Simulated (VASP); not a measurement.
Write the native input for VASP 6.6.1 that does the following.

```
Task                   : single point
Functional             : PBEsol
Potentials or basis    : VASP PAW PBE potentials, release 64 (Pt, Ti_sv)
Cutoff                 : 520 eV
k mesh                 : 7 × 7 × 7
Occupations            : fermi-dirac, width 0.05 eV
Spin                   : no spin polarisation
Dipole correction      : no
Further INCAR settings : ALGO = Fast; EDIFF = 1e-06; NBANDS = 29
```

The structure of TiPt3 lies in POSCAR:

```
TiPt3
1.0
    3.9228086992      0.0000000000      0.0000000000
    0.0000000000      3.9228086992      0.0000000000
    0.0000000000      0.0000000000      3.9228086992
Pt Ti
3 1
Direct
    0.5000000000      0.5000000000      0.0000000000
    0.5000000000      0.0000000000      0.5000000000
    0.0000000000      0.5000000000      0.5000000000
    0.0000000000      0.0000000000      0.0000000000
```

This cell differs from its parent crystal: volume scaled by 1.02.

One way to write it, as run:

INCAR

```
SYSTEM = TiPt3
ALGO     = Fast           ! electronic algorithm
EDIFF    = 1E-6           ! SCF threshold, eV
ENCUT    = 520            ! plane-wave cutoff, eV
GGA      = PS             ! functional
ISIF     = 2              ! what is computed and relaxed
ISMEAR   = -1             ! smearing method
LASPH    = .TRUE.         ! aspherical terms in the spheres
LCHARG   = .TRUE.         ! write CHGCAR
LELF     = .TRUE.         ! ELF
LREAL    = .FALSE.        ! projectors in reciprocal space
LVHAR    = .TRUE.       
LWAVE    = .FALSE.        ! write WAVECAR
NBANDS   = 29             ! bands
NELM     = 60             ! most SCF steps
PREC     = Accurate       ! precision mode
SIGMA    = 0.05           ! smearing width, eV
```

KPOINTS

```
k-points
0
G
  7 7 7
  0 0 0
```

Potentials or basis: VASP PAW PBE potentials, release 64 (Pt, Ti_sv).

The run is started by

```console
$ cat potpaw_PBE.64/Pt/POTCAR potpaw_PBE.64/Ti_sv/POTCAR > POTCAR
$ mpirun -np 1 vasp_std > vasp.out
```

It gave:

```
Pressure               : -4.8 GPa
Band gap on the k mesh : zero (band 21 reaches 12.72 eV, above the bottom of band 22 at 11.25 eV)
```

Caveat: the PAW data sets were made with another functional, which shifts forces and pressure a little; spin-orbit coupling is left out, which moves the levels of the heavy elements.

Wall time 75 s on 1 thread of Intel(R) Xeon(R) Platinum 8259CL CPU @ 2.50GHz (Skylake/Cascade Lake), on a shared host, peak memory 0.18 GiB.
